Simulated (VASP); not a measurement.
# MgBe (P1) in VASP: notebook

The runs below take MgBe through single point, with PBEsol.

All numbers are computed with VASP 6.6.1; they aren't measurements. Logs are shortened: lines on timing, memory, paths and dates and some standing lists are left out, and cuts for length are marked.

## 1. The cell of the first run

The typed cell holds 2 atoms: a = 2.400 Å, b = 2.400 Å, c = 4.901 Å, α = 90.00°, β = 90.00°, γ = 120.00°.

## 2. Single point, PBEsol

Contents of INCAR:

```
ALGO     = Normal         # electronic algorithm
EDIFF    = 1E-6           # SCF threshold, eV
ENCUT    = 600            # plane-wave cutoff, eV
GGA      = PS             # functional
GGA_COMPAT= F            
ISIF     = 2              # what is computed and relaxed
ISMEAR   = 1              # smearing method
LASPH    = T              # aspherical terms in the spheres
LCHARG   = T              # write CHGCAR
LELF     = T              # ELF
LREAL    = F              # projectors in reciprocal space
LVHAR    = T            
LWAVE    = F              # write WAVECAR
NBANDS   = 9              # bands
NELM     = 120            # most SCF steps
PREC     = Accurate       # precision mode
SIGMA    = 0.05           # smearing width, eV
```

Contents of KPOINTS:

```
k-points
0
Gamma
  9 9 4
```

Contents of POSCAR:

```
MgBe
1.0
    2.3995486400      0.0000000000      0.0000000000
   -1.1997743200      2.0780700800      0.0000000000
    0.0000000000      0.0000000000      4.9009135800
Mg Be
1 1
Direct
   -0.0026840000      0.0081470000      0.0450920000
   -0.0093910000     -0.0135330000      0.5920960000
```

Potentials or basis: VASP PAW PBE potentials, release 64 (Mg, Be).

Run with:

```console
> cat potpaw_PBE.64/Mg/POTCAR potpaw_PBE.64/Be/POTCAR > POTCAR
> mpirun -np 1 vasp_std > vasp.out
```

OUTCAR:

```text
EDIFF = 1E-6
   ENCUT = 600
   GGA = PS
   ISIF = 2
   ISMEAR = 1
   LASPH = T
   LREAL = F
   NELM = 120
   PREC = Accurate

 ion  position               nearest neighbor table
   1  0.997  0.008  0.045-   2 2.22   2 2.68
   2  0.991  0.986  0.592-   1 2.22   1 2.68

  LATTYP: Found a hexagonal cell.
 ALAT       =     2.3995486400
 C/A-ratio  =     2.0424314383

  Lattice vectors:

 A1 = (   2.3995486400,   0.0000000000,   0.0000000000)
 A2 = (  -1.1997743200,   2.0780700800,   0.0000000000)
 A3 = (   0.0000000000,   0.0000000000,   4.9009135800)

Analysis of symmetry for initial positions (statically):
=====================================================================
 Subroutine PRICEL returns:
 Original cell was already a primitive cell.

 Routine SETGRP: Setting up the symmetry group for a
 hexagonal supercell.

 Subroutine GETGRP returns: Found  1 space group operations
 (whereof  1 operations were pure point group operations)
 out of a pool of 24 trial point group operations.

The static configuration has the point symmetry C_1 .

Analysis of symmetry for dynamics (positions and initial velocities):
=====================================================================
 Subroutine PRICEL returns:
 Original cell was already a primitive cell.

 Routine SETGRP: Setting up the symmetry group for a
 hexagonal supercell.

 Subroutine GETGRP returns: Found  1 space group operations
 (whereof  1 operations were pure point group operations)
 out of a pool of 24 trial point group operations.

The dynamic configuration has the point symmetry C_1 .

 Subroutine INISYM returns: Found  1 space group operations
 (whereof  1 operations are pure point group operations),
 and found     1 'primitive' translations

----------------------------------------------------------------------------------------

                                     Primitive cell

  volume of cell :      24.4381

  direct lattice vectors                    reciprocal lattice vectors
     2.399548640  0.000000000  0.000000000     0.416745043  0.240607862  0.000000000
    -1.199774320  2.078070080  0.000000000     0.000000000  0.481215725  0.000000000
     0.000000000  0.000000000  4.900913580     0.000000000  0.000000000  0.204043590

  length of vectors
     2.399548640  2.399548640  4.900913580     0.481215725  0.481215725  0.204043590

  position of ions in fractional coordinates (direct lattice)
     0.997316000  0.008147000  0.045092000
     0.990609000  0.986467000  0.592096000

  ion indices of the primitive-cell ions
   primitive index   ion index
                 1           1
                 2           2

----------------------------------------------------------------------------------------

 KPOINTS: k-points

Automatic generation of k-mesh.
 Grid dimensions read from file:
 generate k-points for:    9    9    4

 Generating k-lattice:

  Cartesian coordinates                     Fractional coordinates (reciprocal lattice)
     0.046305005  0.026734207  0.000000000     0.111111111  0.000000000  0.000000000
     0.000000000  0.053468414  0.000000000     0.000000000  0.111111111  0.000000000
     0.000000000  0.000000000  0.051010897     0.000000000  0.000000000  0.250000000

  Length of vectors
     0.053468414  0.053468414  0.051010897

  Shift w.r.t. Gamma in fractional coordinates (k-lattice)
     0.000000000  0.000000000  0.000000000

 Subroutine IBZKPT returns following result:
 ===========================================

 Found    163 irreducible k-points:

 Following reciprocal coordinates:
            Coordinates               Weight
  0.000000  0.000000  0.000000      1.000000
  0.111111 -0.000000  0.000000      2.000000
  0.000000  0.111111  0.000000      2.000000
 -0.111111  0.111111  0.000000      2.000000
  0.222222 -0.000000  0.000000      2.000000
  0.000000  0.222222  0.000000      2.000000
[... 16 lines left out ...]
  0.333333  0.111111  0.000000      2.000000
 -0.111111  0.444444  0.000000      2.000000
 [... further k-points ...]
   k-points           NKPTS =    163   k-points in BZ     NKDIM =    163   number of bands    NBANDS=      9
   number of dos      NEDOS =    301   number of ions     NIONS =      2
   total plane-waves  NPLWV =  16000
   dimension x,y,z NGX =    20 NGY =   20 NGZ =   40
   dimension x,y,z NGXF=    40 NGYF=   40 NGZF=   80
   ions per type =               1   1
   NGX,Y,Z   is equivalent  to a cutoff of  13.86, 13.86, 13.57 a.u.
   NGXF,Y,Z  is equivalent  to a cutoff of  27.71, 27.71, 27.14 a.u.
 SYSTEM =  unknown system
   PREC   = accura    normal or accurate (medium, high low for compatibility)
   ISTART =      0    job   : 0-new  1-cont  2-samecut
   ICHARG =      2    charge: 1-file 2-atom 10-const
   ISPIN  =      1    spin polarized calculation?
   LNONCOLLINEAR =      F non collinear calculations
   LSORBIT =      F    spin-orbit coupling
   LASPH  =      T    aspherical Exc in radial PAW
   ENCUT  =  600.0 eV  44.10 Ry    6.64 a.u.   4.79  4.79  9.79*2*pi/ulx,y,z
   NELM   =    120;   NELMIN=  2; NELMDL= -5     # of ELM steps
   EDIFF  = 0.1E-05   stopping-criterion for ELM
   LREAL  =      F    real-space projection
   EDIFFG = 0.1E-04   stopping-criterion for IOM
   NSW    =      0    number of steps for IOM
   IBRION =     -1    ionic relax: 0-MD 1-quasi-New 2-CG
   NFREE  =      0    steps in history (QN), initial steepest desc. (CG)
   ISIF   =      2    stress and relaxation
   ISYM   =      2    0-nonsym 1-usesym 2-fastsym
   POTIM  = 0.5000    time-step for ionic-motion
   TEBEG  =    0.0;   TEEND  =   0.0 temperature during run
   PSTRESS=    0.0 pullay stress
   NELECT =       4.0000    total number of electrons
   NUPDOWN=      -1.0000    fix difference up-down
   EMIN   =  10.00;   EMAX   =-10.00  energy-range for DOS
   EFERMI =   0.00;   METHOD = LEGACY
   ISMEAR =     1;   SIGMA  =   0.05  broadening in eV -4-tet -1-fermi 0-gaus
   EFERMI_NEDOS =   21; number of points for ismear=-14 and -15
   IALGO  =     38    algorithm
   IMIX   =      4    mixing-type and parameters
     AMIX     =   0.40;   BMIX     =  1.00
     AMIX_MAG =   1.60;   BMIX_MAG =  1.00
  volume/ion in A,a.u.               =      12.22        82.46
  Fermi-wavevector in a.u.,A,eV,Ry     =   0.895514  1.692277 10.911138  0.801946
  Thomas-Fermi vector in A             =   2.017856
   LORBIT       =      0    0 simple, 1 ext, 2 COOP (PROOUT), +10 PAW based schemes
   GGA     = PS    functional components
   LHFCALC =     F    Hartree Fock is set to
   AEXX    =    0.0000 exact exchange contribution
   IVDW    =     0    specifies the selected vdW correction
   LEPSILON=     F    determine dielectric tensor
   LRPA    =     F    only Hartree local field effects (RPA)
 non-spin polarized calculation
 Methfessel and Paxton  Order N= 1 SIGMA  =   0.05
  energy-cutoff  :      600.00
  volume of cell :       24.44
 maximum number of plane-waves:       837
   NGX =  9   NGY =  9   NGZ = 19

 number of electron       4.0000000 magnetization

 Free energy of the ion-electron system (eV)
  ---------------------------------------------------
  ext. energy  EPLUGINS =         0.00000000
  ---------------------------------------------------
  free energy    TOTEN  =        -2.89522536 eV

  energy without entropy =       -2.89452156  energy(sigma->0) =       -2.89499076

 E-fermi :   5.5347     XC(G=0): -10.0003

 val. band max:        5.5331731570   @ k =  -0.4444   0.4444   0.0000
 cond. band min:       5.5350656908   @ k =  -0.2222   0.1111   0.2500
 fundamental gap:      0.0018925338
 Fermi energy:         5.5346530774

 k-point     1 :       0.0000    0.0000    0.0000
  band No.  band energies     occupation
      1      -4.2077      2.00000
      2       1.0137      2.00000
      3       1.9865      2.00000
      4      16.0643      0.00000
      5      18.6762      0.00000
      6      20.6747      0.00000
      7      20.6758      0.00000
      8      24.6379      0.00000
      9      24.6393      0.00000

 k-point     2 :       0.1111   -0.0000    0.0000
  band No.  band energies     occupation
      1      -3.8185      2.00000
      2       1.4050      2.00000
      3       2.3349      2.00000
      4      16.1240      0.00000
      5      17.7590      0.00000
      6      19.6688      0.00000
      7      20.0393      0.00000
      8      21.6501      0.00000
      9      24.7924      0.00000

 k-point     3 :       0.0000    0.1111    0.0000
  band No.  band energies     occupation
      1      -3.8185      2.00000
      2       1.4050      2.00000
      3       2.3348      2.00000
      4      16.1246      0.00000
      5      17.7600      0.00000
      6      19.6780      0.00000
      7      20.0266      0.00000
      8      21.6495      0.00000
      9      24.7996      0.00000

 k-point     4 :      -0.1111    0.1111    0.0000
  band No.  band energies     occupation
      1      -3.8185      2.00000
      2       1.4050      2.00000
      3       2.3348      2.00000
      4      16.1242      0.00000
      5      17.7594      0.00000
      6      19.6726      0.00000
      7      20.0340      0.00000
      8      21.6499      0.00000
      9      24.7954      0.00000
[... 205 lines left out ...]
 k-point    22 :       0.3333   -0.1111    0.0000
  band No.  band energies     occupation
      1      -1.5489      2.00000
      2       3.7451      2.00000
      3       4.3363      2.00000
      4      11.6152      0.00000
      5      14.3601      0.00000
      6      16.1668      0.00000
      7      16.4668      0.00000
      8      20.3688      0.00000
      9      21.8410      0.00000

 k-point    23 :       0.3333    0.1111    0.0000
  band No.  band energies     occupation
      1       0.5891      2.00000
      2       6.0060     -0.00000
      3       6.0820     -0.00000
      4       7.7057      0.00000
      5      12.7454      0.00000
      6      13.0874      0.00000
      7      13.8520      0.00000
      8      19.6278      0.00000
      9      21.0156      0.00000

 k-point    24 :      -0.1111    0.4444    0.0000
  band No.  band energies     occupation
      1       0.5891      2.00000
      2       6.0028     -0.00000
      3       6.0796     -0.00000
      4       7.7126      0.00000
      5      12.7515      0.00000
      6      13.0898      0.00000
      7      13.8434      0.00000
      8      19.6244      0.00000
      9      21.0131      0.00000

 [... further k-points ...]
[... 5 lines left out ...]
  --------------------------------------------------------------------------------------
  -------------------------------------------------------------------------------------
  Total        5.8346031      5.8651123      3.1254065     -0.0072043      0.1625770     -0.0357488
  in kB      382.5208505    384.5210513    204.9039344     -0.4723176     10.6586661     -2.3437206
  external PRESSURE =     323.9819454 kB  Pullay stress =       0.0000000 kB

 VOLUME and BASIS-vectors are now :
 -----------------------------------------------------------------------------
  energy-cutoff  :      600.00
  volume of cell :       24.44
      direct lattice vectors                 reciprocal lattice vectors
     2.399548640  0.000000000  0.000000000     0.416745043  0.240607862  0.000000000
    -1.199774320  2.078070080  0.000000000     0.000000000  0.481215725  0.000000000
     0.000000000  0.000000000  4.900913580     0.000000000  0.000000000  0.204043590

 POSITION                                       TOTAL-FORCE (eV/Angst)
 -----------------------------------------------------------------------------------
      2.38333      0.01693      0.22099        -0.023501      0.106807      1.593542
      1.19348      2.04995      2.90181         0.023501     -0.106807     -1.593542
 -----------------------------------------------------------------------------------
    total drift:                               -0.000001      0.000004      0.000028

  FREE ENERGIE OF THE ION-ELECTRON SYSTEM (eV)
  ---------------------------------------------------
  free  energy   TOTEN  =        -2.8952253557 eV

  energy  without entropy=       -2.8945215606  energy(sigma->0) =       -2.89499076
```

It took 61 s on 1 thread of Intel Xeon 8259CL, shared host; peak memory 0.18 GiB.

Results:

| Quantity | Value |
| --- | --- |
| Free energy | -2.8952 eV |
| Pressure | 32.4 GPa |
| Largest force | 1.597 eV/Å |
| Band gap on the k mesh | zero (bands 2 and 3 overlap by 4.30 eV) |

Forces on the atoms (eV/Å):
```
Mg  -0.024  0.107  1.594
Be   0.024 -0.107 -1.594
```

Levels at points of the mesh, in eV from the Fermi level:
```
           k point  band 1  band 2  band 3  band 4  band 5
(0.00, 0.00, 0.00)   -9.74   -4.52   -3.55   10.53   13.14
(0.00, 0.00, 0.50)   -8.80   -7.71    1.45    4.05   15.11
```

Caveat: the stress differs along the axes, from 20 to 38 GPa; the PAW data sets were made with another functional, which shifts forces and pressure a little.

## 3. Single point, PBEsol

Contents of INCAR:

```
PREC = Accurate ; ENCUT = 600
EDIFF = 1E-6 ; ISMEAR = -1
SIGMA = 0.05 ; LREAL = F
LASPH = T ; NELM = 120
ALGO = Normal ; ISIF = 2
LWAVE = F ; LCHARG = T
GGA = PS ; LELF = T
LVHAR = T ; NBANDS = 9
GGA_COMPAT = F
```

Contents of KPOINTS:

```
regular mesh
0
Gamma
  9 9 4
```

POSCAR is that of step 2.

Potentials or basis: VASP PAW PBE potentials, release 64 (Mg, Be).

Run with:

```console
> cat potpaw_PBE.64/Mg/POTCAR potpaw_PBE.64/Be/POTCAR > POTCAR
> mpirun -np 1 vasp_std > vasp.out
```

OUTCAR:

```text
PREC = Accurate
   ENCUT = 600
   EDIFF = 1E-6
   ISMEAR = -1
   LREAL = F
   LASPH = T
   NELM = 120
   ISIF = 2
   GGA = PS

 ion  position               nearest neighbor table
   1  0.997  0.008  0.045-   2 2.22   2 2.68
   2  0.991  0.986  0.592-   1 2.22   1 2.68

  LATTYP: Found a hexagonal cell.
 ALAT       =     2.3995486400
 C/A-ratio  =     2.0424314383

  Lattice vectors:

 A1 = (   2.3995486400,   0.0000000000,   0.0000000000)
 A2 = (  -1.1997743200,   2.0780700800,   0.0000000000)
 A3 = (   0.0000000000,   0.0000000000,   4.9009135800)

Analysis of symmetry for initial positions (statically):
=====================================================================
 Subroutine PRICEL returns:
 Original cell was already a primitive cell.

 Routine SETGRP: Setting up the symmetry group for a
 hexagonal supercell.

 Subroutine GETGRP returns: Found  1 space group operations
 (whereof  1 operations were pure point group operations)
 out of a pool of 24 trial point group operations.

The static configuration has the point symmetry C_1 .

Analysis of symmetry for dynamics (positions and initial velocities):
[... 159 lines left out ...]

 val. band max:        5.5346696765   @ k =  -0.2222   0.1111   0.2500
 cond. band min:       5.5352561074   @ k =   0.4444  -0.0000   0.0000
 fundamental gap:      0.0005864309
 Fermi energy:         5.5351285379

 k-point     1 :       0.0000    0.0000    0.0000
  band No.  band energies     occupation
      1      -4.2084      2.00000
      2       1.0140      2.00000
      3       1.9854      2.00000
      4      16.0646      0.00000
      5      18.6759      0.00000
      6      20.6678      0.00000
      7      20.6690      0.00000
      8      24.6423      0.00000
      9      24.6436      0.00000
[... 265 lines left out ...]
 k-point    24 :      -0.1111    0.4444    0.0000
  band No.  band energies     occupation
      1       0.5870      2.00000
      2       6.0038      0.00017
      3       6.0781      0.00004
      4       7.7116      0.00000
      5      12.7531      0.00000
      6      13.0896      0.00000
      7      13.8389      0.00000
      8      19.6242      0.00000
      9      21.0145      0.00000

 [... further k-points ...]
[... 5 lines left out ...]
  --------------------------------------------------------------------------------------
  -------------------------------------------------------------------------------------
  Total        5.8418674      5.8509463      3.1601819     -0.0020188      0.1500244     -0.0330194
  in kB      382.9971029    383.5923200    207.1838374     -0.1323543      9.8357094     -2.1647759
  external PRESSURE =     324.5910867 kB  Pullay stress =       0.0000000 kB

 VOLUME and BASIS-vectors are now :
 -----------------------------------------------------------------------------
  energy-cutoff  :      600.00
  volume of cell :       24.44
      direct lattice vectors                 reciprocal lattice vectors
     2.399548640  0.000000000  0.000000000     0.416745043  0.240607862  0.000000000
    -1.199774320  2.078070080  0.000000000     0.000000000  0.481215725  0.000000000
     0.000000000  0.000000000  4.900913580     0.000000000  0.000000000  0.204043590

 POSITION                                       TOTAL-FORCE (eV/Angst)
 -----------------------------------------------------------------------------------
      2.38333      0.01693      0.22099        -0.023174      0.105283      1.602345
      1.19348      2.04995      2.90181         0.023174     -0.105283     -1.602345
 -----------------------------------------------------------------------------------
    total drift:                               -0.000001      0.000004      0.000008

  FREE ENERGIE OF THE ION-ELECTRON SYSTEM (eV)
  ---------------------------------------------------
  free  energy   TOTEN  =        -2.8990365387 eV

  energy  without entropy=       -2.8933048970  energy(sigma->0) =       -2.89617072
```

stdout:

```text
POSCAR found type information on POSCAR MgBe
 POSCAR found :  2 types and       2 ions
 scaLAPACK will be used
 -----------------------------------------------------------------------------
|                                                                             |
|                                                                             |
|     You enforced a specific xc type in the INCAR file but a different       |
|     I HOPE YOU KNOW WHAT YOU ARE DOING!                                     |
|                                                                             |
 -----------------------------------------------------------------------------

 LDA part: xc-table for (Slater+PW92), standard interpolation
 POSCAR, INCAR and KPOINTS ok, starting setup
 FFT: planning ... GRIDC
 FFT: planning ... GRID_SOFT
 FFT: planning ... GRID
 WAVECAR not read
 entering main loop
```

Run time: 52 s. Hardware: 1 thread of Intel Xeon 8259CL, shared host; peak memory 0.18 GiB.

What came out:

```
Free energy            : -2.8990 eV
Pressure               : 32.5 GPa
Largest force          : 1.606 eV/Å
Band gap on the k mesh : zero (bands 2 and 3 overlap by 4.30 eV)
```

Forces on the atoms (eV/Å):
```
Mg  -0.023  0.105  1.602
Be   0.023 -0.105 -1.602
```

Caveat: the stress differs along the axes, from 21 to 38 GPa; the PAW data sets were made with another functional, which shifts forces and pressure a little.

(Part 1 of 2 ends here.)
